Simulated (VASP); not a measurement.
Runs of VASP 6.6.1 on Zn5O. The structure is that of space group P4/mmm (No. 123), or close to it. The cells are those of the table. The cell was built from a structure type or drawn by symmetry, and may not be a known phase.

```tsv
task	cell	k mesh	cutoff (eV)	gap on the mesh (eV)	pressure (GPa)	largest force (eV/Å)
single point	a = 6.102, b = 6.102, c = 2.834 Å, 6 atoms	4 × 4 × 6	520	none	0.2	-
single point	a = 5.994, b = 5.994, c = 2.945 Å, 6 atoms	4 × 4 × 4	520	none	0.2	-
single point	a = 6.058, b = 6.058, c = 2.868 Å, 6 atoms	6 × 6 × 14	520	none	0.3	0.01
relaxation of cell and atoms	relaxed from a = 5.026, b = 5.026, c = 3.909 Å, 6 atoms	4 × 4 × 4	600	none	-0.1	0.02
single point	a = 5.026, b = 5.026, c = 3.909 Å, 6 atoms	4 × 4 × 4	520	none	(a)	2.63
```

Alike in all rows: level PBE; potentials or basis VASP PAW PBE potentials, release 64 (Zn, O); no spin polarisation; smearing gaussian 0.1 eV.

Question: Fill in the values left out.

Answer: (a) 31.6.

Caveats: some runs use coarse meshes; a cell axis changed by over 15 % at a fixed basis, so the end point is rough (at least some runs); forces of over 1 eV/Å act on the atoms, so gaps and moduli don't describe the material at rest (at least some runs).

A gap of «none» marks levels without a gap at the run's occupations.
